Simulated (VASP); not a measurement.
# Os (P6_3/mmc) in VASP: further runs

The runs below take Os through single point, relaxation of the atoms, with PBE.

All numbers are computed with VASP 6.6.1; they aren't measurements. Logs are shortened: lines on timing, memory, paths and dates and some standing lists are left out, and cuts for length are marked.

**1. The cell of the first run**

It takes space group P6_3/mmc (No. 194, hexagonal). Conventional cell: a = 2.746 Å, b = 2.746 Å, c = 4.326 Å, α = 90.00°, β = 90.00°, γ = 120.00°. Os (site symmetry -6m2) has 12 Os at 2.68 to 2.75 Å within 3.5 Å.

**2. Single point, PBE**

INCAR

```
ALGO = Normal
EDIFF = 1E-6
ENCUT = 520
GGA = PE
ISIF = 2
ISMEAR = 0
LASPH = T
LCHARG = T
LELF = T
LREAL = F
LVHAR = T
LWAVE = F
NBANDS = 15
NELM = 100
PREC = Accurate
SIGMA = 0.1
```

KPOINTS

```
k-points
0
Gamma
  3 3 2
```

POSCAR

```
Os
1.0
    2.7461342319      0.0000000000      0.0000000000
   -1.3730671160      2.3782220070      0.0000000000
    0.0000000000      0.0000000000      4.3263142200
Os
2
Direct
    0.3333333333      0.6666666667      0.2500000000
    0.6666666667      0.3333333333      0.7500000000
```

Potentials or basis: VASP PAW PBE potentials, release 64 (Os).

The run is started by

```console
$ cat potpaw_PBE.64/Os/POTCAR > POTCAR
$ mpirun -np 1 vasp_std > vasp.out
```

OUTCAR:

```text
EDIFF = 1E-6
   ENCUT = 520
   GGA = PE
   ISIF = 2
   ISMEAR = 0
   LASPH = T
   LREAL = F
   NELM = 100
   PREC = Accurate

 ion  position               nearest neighbor table
   1  0.333  0.667  0.250-   2 2.68   2 2.68   2 2.68   2 2.68   2 2.68   2 2.68
   2  0.667  0.333  0.750-   1 2.68   1 2.68   1 2.68   1 2.68   1 2.68   1 2.68

  LATTYP: Found a hexagonal cell.
 ALAT       =     2.7461342319
 C/A-ratio  =     1.5754197918

  Lattice vectors:

 A1 = (   2.7461342319,   0.0000000000,   0.0000000000)
 A2 = (  -1.3730671160,   2.3782220070,   0.0000000000)
 A3 = (   0.0000000000,   0.0000000000,   4.3263142200)

Analysis of symmetry for initial positions (statically):
=====================================================================
 Subroutine PRICEL returns:
 Original cell was already a primitive cell.

 Routine SETGRP: Setting up the symmetry group for a
 hexagonal supercell.

 Subroutine GETGRP returns: Found 24 space group operations
 (whereof 12 operations were pure point group operations)
 out of a pool of 24 trial point group operations.

The static configuration has the point symmetry D_3d.
 The point group associated with its full space group is D_6h.

Analysis of symmetry for dynamics (positions and initial velocities):
=====================================================================
 Subroutine PRICEL returns:
 Original cell was already a primitive cell.

 Routine SETGRP: Setting up the symmetry group for a
 hexagonal supercell.

 Subroutine GETGRP returns: Found 24 space group operations
 (whereof 12 operations were pure point group operations)
 out of a pool of 24 trial point group operations.

The dynamic configuration has the point symmetry D_3d.
 The point group associated with its full space group is D_6h.

 Subroutine INISYM returns: Found 24 space group operations
 (whereof 12 operations are pure point group operations),
 and found     1 'primitive' translations

----------------------------------------------------------------------------------------

                                     Primitive cell

  volume of cell :      28.2548

  direct lattice vectors                    reciprocal lattice vectors
     2.746134232  0.000000000  0.000000000     0.364148259  0.210241095  0.000000000
    -1.373067116  2.378222007  0.000000000     0.000000000  0.420482191  0.000000000
     0.000000000  0.000000000  4.326314220     0.000000000  0.000000000  0.231143636

  length of vectors
[... 72 lines left out ...]
   TEBEG  =    0.0;   TEEND  =   0.0 temperature during run
   PSTRESS=    0.0 pullay stress
   NELECT =      16.0000    total number of electrons
   NUPDOWN=      -1.0000    fix difference up-down
   EMIN   =  10.00;   EMAX   =-10.00  energy-range for DOS
   EFERMI =   0.00;   METHOD = LEGACY
   ISMEAR =     0;   SIGMA  =   0.10  broadening in eV -4-tet -1-fermi 0-gaus
   EFERMI_NEDOS =   21; number of points for ismear=-14 and -15
   IALGO  =     38    algorithm
   IMIX   =      4    mixing-type and parameters
     AMIX     =   0.40;   BMIX     =  1.00
     AMIX_MAG =   1.60;   BMIX_MAG =  1.00
  volume/ion in A,a.u.               =      14.13        95.34
  Fermi-wavevector in a.u.,A,eV,Ry     =   1.354412  2.559467 24.958956  1.834432
  Thomas-Fermi vector in A             =   2.481586
   LORBIT       =      0    0 simple, 1 ext, 2 COOP (PROOUT), +10 PAW based schemes
   GGA     = PE    functional components
   LHFCALC =     F    Hartree Fock is set to
   AEXX    =    0.0000 exact exchange contribution
   IVDW    =     0    specifies the selected vdW correction
   LEPSILON=     F    determine dielectric tensor
   LRPA    =     F    only Hartree local field effects (RPA)
 non-spin polarized calculation
 Gauss-broadening in eV      SIGMA  =   0.10
  energy-cutoff  :      520.00
  volume of cell :       28.25
 maximum number of plane-waves:       780
   NGX = 11   NGY = 11   NGZ = 17

 number of electron      15.9999999 magnetization

 Free energy of the ion-electron system (eV)
  ---------------------------------------------------
  ext. energy  EPLUGINS =         0.00000000
  ---------------------------------------------------
  free energy    TOTEN  =       -21.54188435 eV

  energy without entropy =      -21.53409315  energy(sigma->0) =      -21.53798875

 E-fermi :   9.8130     XC(G=0): -14.0099

 val. band max:        9.6874988923   @ k =   0.3333   0.0000   0.0000
 cond. band min:       9.9384450327   @ k =   0.3333   0.0000   0.0000
 fundamental gap:      0.2509461404
 Fermi energy:         9.8129719162

 k-point     1 :       0.0000    0.0000    0.0000
  band No.  band energies     occupation
      1      -1.5283      2.00000
      2       1.6064      2.00000
      3       6.3219      2.00000
      4       6.3219      2.00000
      5       6.5400      2.00000
      6       7.1565      2.00000
      7       7.1565      2.00000
      8       7.7187      2.00000
      9       7.7187      2.00000
     10       9.3701      2.00000
     11      10.9479      0.00000
     12      10.9479      0.00000
     13      18.2805      0.00000
     14      23.3603      0.00000
[... 77 lines left out ...]
      2       3.5185      2.00000
      3       4.4354      2.00000
      4       4.4354      2.00000
      5       5.9280      2.00000
      6       5.9280      2.00000
      7       7.9884      2.00000
      8       7.9884      2.00000
      9      10.8653      0.00000
     10      10.8653      0.00000
     11      17.5611      0.00000
     12      17.5611      0.00000
     13      18.6239      0.00000
     14      18.6239      0.00000
     15      20.5717      0.00000

------------------------ aborting loop because EDIFF is reached ----------------------------------------

  FORCE on cell =-STRESS in cart. coord.  units (eV):
  Direction    XX          YY          ZZ          XY          YZ          ZX
  --------------------------------------------------------------------------------------
  -------------------------------------------------------------------------------------
  Total        5.5153820      5.5153820     -3.9722150     -0.0000000      0.0000000     -0.0000000
  in kB      312.7475873    312.7475873   -225.2429024     -0.0000000      0.0000000     -0.0000000
  external PRESSURE =     133.4174241 kB  Pullay stress =       0.0000000 kB

 VOLUME and BASIS-vectors are now :
 -----------------------------------------------------------------------------
  energy-cutoff  :      520.00
  volume of cell :       28.25
      direct lattice vectors                 reciprocal lattice vectors
     2.746134232  0.000000000  0.000000000     0.364148259  0.210241095  0.000000000
    -1.373067116  2.378222007  0.000000000     0.000000000  0.420482191  0.000000000
     0.000000000  0.000000000  4.326314220     0.000000000  0.000000000  0.231143636

 POSITION                                       TOTAL-FORCE (eV/Angst)
 -----------------------------------------------------------------------------------
     -0.00000      1.58548      1.08158         0.000000      0.000000      0.000000
      1.37307      0.79274      3.24474        -0.000000      0.000000      0.000000
 -----------------------------------------------------------------------------------
    total drift:                               -0.000000      0.000000     -0.000000

  FREE ENERGIE OF THE ION-ELECTRON SYSTEM (eV)
  ---------------------------------------------------
  free  energy   TOTEN  =       -21.5418843513 eV

  energy  without entropy=      -21.5340931545  energy(sigma->0) =      -21.53798875
```

OSZICAR:

```text
N       E                     dE             d eps       ncg     rms          rms(c)
DAV:   1     0.964597188381E+02    0.96460E+02   -0.74297E+03   180   0.102E+03
DAV:   2    -0.186965351895E+02   -0.11516E+03   -0.10362E+03   187   0.322E+02
DAV:   3    -0.229666569035E+02   -0.42701E+01   -0.40791E+01   236   0.514E+01
DAV:   4    -0.229984751397E+02   -0.31818E-01   -0.31797E-01   201   0.475E+00
DAV:   5    -0.229986920378E+02   -0.21690E-03   -0.21689E-03   236   0.359E-01    0.235E+01
DAV:   6    -0.218957476423E+02    0.11029E+01   -0.89032E-01   229   0.801E+00    0.108E+01
DAV:   7    -0.215509048389E+02    0.34484E+00   -0.66619E-01   222   0.678E+00    0.576E-01
DAV:   8    -0.215438904806E+02    0.70144E-02   -0.63059E-03   180   0.550E-01    0.276E-01
DAV:   9    -0.215418786722E+02    0.20118E-02   -0.11386E-03   208   0.346E-01    0.564E-02
DAV:  10    -0.215418999642E+02   -0.21292E-04   -0.53410E-05   222   0.624E-02    0.131E-02
DAV:  11    -0.215418849036E+02    0.15061E-04   -0.28554E-06   194   0.187E-02    0.687E-04
DAV:  12    -0.215418843513E+02    0.55234E-06   -0.55595E-08    97   0.248E-03
   1 F= -.21541884E+02 E0= -.21537989E+02  d E =-.779120E-02
```

stdout:

```text
POSCAR found type information on POSCAR Os
 POSCAR found :  1 types and       2 ions
 scaLAPACK will be used
 LDA part: xc-table for (Slater+PW92), standard interpolation
 POSCAR, INCAR and KPOINTS ok, starting setup
 FFT: planning ... GRIDC
 FFT: planning ... GRID_SOFT
 FFT: planning ... GRID
 WAVECAR not read
 entering main loop
```

It took 11 s on 1 thread of Intel Xeon 8259CL, shared host; peak memory 0.13 GiB.

What came out:

```yaml
Free_energy: -21.5419 eV
Pressure: 13.3 GPa
Band_gap_on_the_k_mesh: zero (bands 8 and 9 overlap by 3.04 eV)
```

Caveat: the k points lie up to 0.88 Å⁻¹ apart, too coarse for converged energies and pressures of a metal; spin-orbit coupling is left out, which moves the levels of the heavy elements.

**3. Relaxation of the atoms, PBE**

INCAR

```
SYSTEM = Os
  PREC = Accurate
  ENCUT = 520
  EDIFF = 1E-6
  ISMEAR = 0
  SIGMA = 0.1
  LREAL = .FALSE.
  LASPH = .TRUE.
  NELM = 100
  ALGO = Normal
  ISIF = 2
  LWAVE = .FALSE.
  LCHARG = .FALSE.
  GGA = PE
  IBRION = 2
  NSW = 25
  EDIFFG = -0.01
```

KPOINTS

```
Automatic mesh
0
G
  3 3 2
  0 0 0
```

POSCAR is that of step 2.

Potentials or basis: VASP PAW PBE potentials, release 64 (Os).

The run is started by

```console
$ cat potpaw_PBE.64/Os/POTCAR > POTCAR
$ mpirun -np 1 vasp_std > vasp.out
```

Run time: 9.2 s. Hardware: 1 thread of Intel Xeon 8259CL, shared host; peak memory 0.13 GiB.

The run converged. Its results:

```
Free energy             : -21.5419 eV
Pressure after relaxing : 13.3 GPa
Band gap on the k mesh  : zero (bands 8 and 9 overlap by 3.04 eV)
```

Stress tensor (GPa, compression positive):
```
 31.27   0.00   0.00
  0.00  31.27   0.00
  0.00   0.00 -22.53
```

Final structure:
```
Os
1.0
     2.74613    0.00000    0.00000
    -1.37307    2.37822    0.00000
     0.00000    0.00000    4.32631
Os
2
Direct
  0.33333 0.66667 0.25000
  0.66667 0.33333 0.75000
```

Levels at points of the mesh, in eV from the Fermi level:
```tsv
k point	band 6	band 7	band 8	band 9	band 10	band 11
(0.00, 0.00, 0.00)	-2.66	-2.66	-2.09	-2.09	-0.44	1.13
(0.00, 0.00, 0.50)	-3.70	-3.70	-3.70	0.36	0.36	0.36
```

Caveat: the k points lie up to 0.88 Å⁻¹ apart, too coarse for converged energies and pressures of a metal; the relaxation stopped at its first step, so nothing moved; spin-orbit coupling is left out, which moves the levels of the heavy elements.
